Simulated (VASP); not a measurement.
The system is MoAs3.

```xyz
8
Lattice="6.0799 0.0000 0.0000 -3.0400 5.2654 0.0000 0.0000 0.0000 4.6118" Properties=species:S:1:pos:R:3 pbc="T T T"
Mo    0.0000    3.5103    1.1529
Mo    3.0400    1.7551    3.4588
As    3.0400    3.2691    1.1529
As   -1.3111    4.2672    3.4588
As    1.7288    0.9981    1.1529
As    0.0000    1.9963    3.4588
As    4.3511    0.9981    1.1529
As    1.3111    4.2672    3.4588
```

| Quantity | Value |
| --- | --- |
| Program | VASP 6.6.1 |
| Task | relaxation of cell and atoms |
| Functional | PBE |
| Potentials or basis | VASP PAW PBE potentials, release 64 (Mo_sv, As) |
| Cutoff | 600 eV |
| k mesh | 6 × 6 × 8 |
| Occupations | gaussian, width 0.1 eV |
| Spin | no spin polarisation |

At the start: pressure 0.4 GPa; volume 18.45 Å³/atom.

Where does the relaxation end?

Over 6 steps the energy falls by 3.9 meV/atom and the volume is 18.21 Å³/atom (-1.3 %); space group P6_3/mmc (No. 194, to 0.1 Å) before and after.

The path:
| step | energy change (eV) | largest force (eV/Å) | pressure (GPa) | volume (Å³) |
| --- | --- | --- | --- | --- |
| 1 | 0.0000 | 0.2054 | 0.38 | 147.64 |
| 2 | -0.0122 | 0.0503 | -0.97 | 148.57 |
| 3 | -0.0123 | 0.0339 | -1.12 | 148.67 |
| 4 | -0.0222 | 0.0264 | -0.78 | 147.69 |
| 5 | -0.0308 | 0.0077 | 0.09 | 145.46 |
| 6 | -0.0308 | 0.0098 | 0.00 | 145.68 |

Final structure:
```xyz
8
Lattice="5.9910 0.0000 0.0000 -2.9955 5.1884 0.0000 0.0000 0.0000 4.6866" Properties=species:S:1:pos:R:3 pbc="T T T"
Mo    0.0000    3.4589    1.1717
Mo    2.9955    1.7295    3.5150
As    2.9955    3.2502    1.1717
As   -1.3170    4.2193    3.5150
As    1.6785    0.9691    1.1717
As    0.0000    1.9381    3.5150
As    4.3125    0.9691    1.1717
As    1.3170    4.2193    3.5150
```
